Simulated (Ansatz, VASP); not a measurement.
## CuNi2: VASP beside Ansatz

```xyz
6
Lattice="4.3344 0.0000 0.0000 -2.1672 3.7537 0.0000 0.0000 0.0000 4.1329" Properties=species:S:1:pos:R:3 pbc="T T T"
Cu    2.1672    1.2512    0.0000
Cu    0.0000    2.5025    0.0000
Ni    0.0000    0.0000    0.0000
Ni   -0.7115    1.2324    2.0665
Ni    1.4557    2.5213    2.0665
Ni    1.4230    0.0000    2.0665
```

Alike in both runs: functional PBE; k mesh 6 × 6 × 4; occupations gaussian, width 0.1 eV; collinear spin.

Ansatz relaxed the structure, and its values are those at the end. VASP's run is a single point on that final structure, the one shown.

|  | VASP | Ansatz |
| --- | --- | --- |
| version | VASP 6.6.1 | Ansatz 0.2.0 |
| potentials or method | VASP PAW PBE potentials, release 64 (Cu, Ni), cutoff 520 eV | scalar-relativistic, plane waves, PAW |
| valence electrons in the cell | 62 | 110 |

Ansatz gave:

* gap on the k mesh at the Fermi level (eV): none
* pressure (GPa): 0.2
* rms of the force components (eV/Å): 0.012
* net moment per atom (μB): 0.28
* size of the moment on the site where the two differ most (μB): 0.39

**Question.** Estimate VASP's values.

**Answer.** gap on the k mesh at the Fermi level (eV): none; pressure (GPa): 0.4; rms of the force components (eV/Å): 0.014; net moment per atom (μB): 0.27; size of the moment on the site where the two differ most (μB): 0.36.

Site moments also hang on the region over which each program counts them. A gap of «none» marks a metal or a gap that the smearing closes. VASP's potentials hold 62 valence electrons a cell and Ansatz's 110, so a difference there can come from the potentials and not from the codes.

The k mesh is coarse, so the values compare programs but aren't converged.
